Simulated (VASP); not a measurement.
Input of a VASP 6.6.1 run:

POSCAR

```
Si
1.0
   -2.3713723045      2.3713723045      1.3957286594
    2.3713723045     -2.3713723045      1.3957286594
    2.3713723045      2.3713723045     -1.3957286594
Si
2
Direct
    0.2500000000      0.7500000000      0.5000000000
    0.5000000000      0.5000000000      0.0000000000
```

INCAR.step1

```
PREC = Accurate
ENCUT = 520
ISMEAR = 0
SIGMA = 0.15
LREAL = F
LASPH = T
NELM = 100
NBANDS = 11
GGA = PE
ALGO = Normal
EDIFF = 1E-4
LWAVE = T
LCHARG = F
```

The input INCAR.step2:

```
PREC = Accurate
ENCUT = 520
EDIFF = 1E-6
ISMEAR = 0
SIGMA = 0.15
LREAL = F
LASPH = T
NELM = 100
ALGO = Normal
ISIF = 2
LWAVE = F
LCHARG = F
METAGGA = R2SCAN
LMIXTAU = T
NBANDS = 11
ISTART = 1
```

Contents of KPOINTS:

```
Automatic mesh
0
Gamma
  20 20 20
```

Potentials or basis: VASP PAW PBE potentials, release 64 (Si).

Launch:

```bash
$ cat potpaw_PBE.64/Si/POTCAR > POTCAR
$ cp INCAR.step1 INCAR
$ mpirun -np 1 vasp_std > vasp.out
$ cp INCAR.step2 INCAR
$ mpirun -np 1 vasp_std > vasp.out
```

Question: Predict the band gap on the k mesh.

Answer: Zero (bands 4 and 5 overlap by 7.25 eV).

Question: Predict the pressure.

Answer: -2.1 GPa.

Stress tensor (GPa, compression positive):
```
-0.92  0.00  0.00
 0.00 -0.92  0.00
 0.00  0.00 -4.31
```

Caveat: the cell differs from its parent crystal (strain +0.000 along x and y, +0.050 along z); the PAW data sets were made with another functional, which shifts forces and pressure a little.
